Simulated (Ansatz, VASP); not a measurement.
# One calculation of AlN, two programs

```
Al N
1.0
    -3.11100    0.00000    0.00000
    -1.55550   -2.69421    0.00000
    -2.33325   -1.34710    9.95600
Al N
4 4
Direct
  0.88146 0.88146 0.90375
  0.13146 0.13146 0.40375
  0.58979 0.58979 0.15375
  0.33979 0.33979 0.65375
  0.28521 0.28521 0.09625
  0.03521 0.03521 0.59625
  0.49354 0.49354 0.34625
  0.24354 0.24354 0.84625
```

Alike in both runs: task single point; functional PBE; k mesh 8 × 8 × 3; occupations gaussian, width 0.05 eV; no spin polarisation.

|  | VASP | Ansatz |
| --- | --- | --- |
| version | VASP 6.6.1 | Ansatz 0.2.0 |
| potentials or method | VASP PAW PBE potentials, release 64 (Al, N), cutoff 520 eV | scalar-relativistic, plane waves, PAW |
| valence electrons in the cell | 32 | 32 |

```csv
,VASP,Ansatz,Ansatz less VASP
gap on the k mesh at the Fermi level (eV),3.13,3.13,-0.006
least direct gap on the mesh (eV),3.13,3.13,-0.006
pressure (GPa),2.7,2.9,+0.25
"traceless stress, the component that is largest in VASP (GPa)",6.18,6.16,-0.023
rms of the force components (eV/Å),0.432,0.433,+0.0013
```

Atom by atom the forces differ by 0.004 eV/Å (rms over components).
